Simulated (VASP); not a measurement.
Ta3HN3, 7 atoms in the cell. The cell holds a slab with vacuum, 7 atoms: a = 3.123 Å, b = 3.123 Å, c = 21.591 Å, α = 90.00°, β = 90.00°, γ = 90.00°. 

* Program: VASP 6.6.1
* Task: single point
* Functional: PBE
* Potentials or basis: VASP PAW PBE potentials, release 64 (Ta_pv, N, H)
* Cutoff: 520 eV
* k mesh: 9 × 9 × 1
* Occupations: gaussian, width 0.1 eV
* Spin: collinear spin
* Starting moments: [0.0, 0.0, 0.0, 0.0, 0.0, 0.0, 1.0] μB
* Dipole correction: yes
* Further INCAR settings: ALGO = Normal; EDIFF = 1e-06; NBANDS = 38

Potentials or basis: VASP PAW PBE potentials, release 64 (Ta_pv, N, H).

Launch:

```bash
$ cat potpaw_PBE.64/Ta_pv/POTCAR potpaw_PBE.64/N/POTCAR potpaw_PBE.64/H/POTCAR > POTCAR
$ mpirun -np 1 vasp_std > vasp.out
```

Hardware: 1 thread of Intel Xeon 8259CL, on a shared host.

Q: How long does it take, and how much memory?

A: Wall time 22 min on 1 thread of Intel Xeon 8259CL, with other jobs on the host, peak memory 0.56 GiB. Counts: scf iterations 31, k points 25.
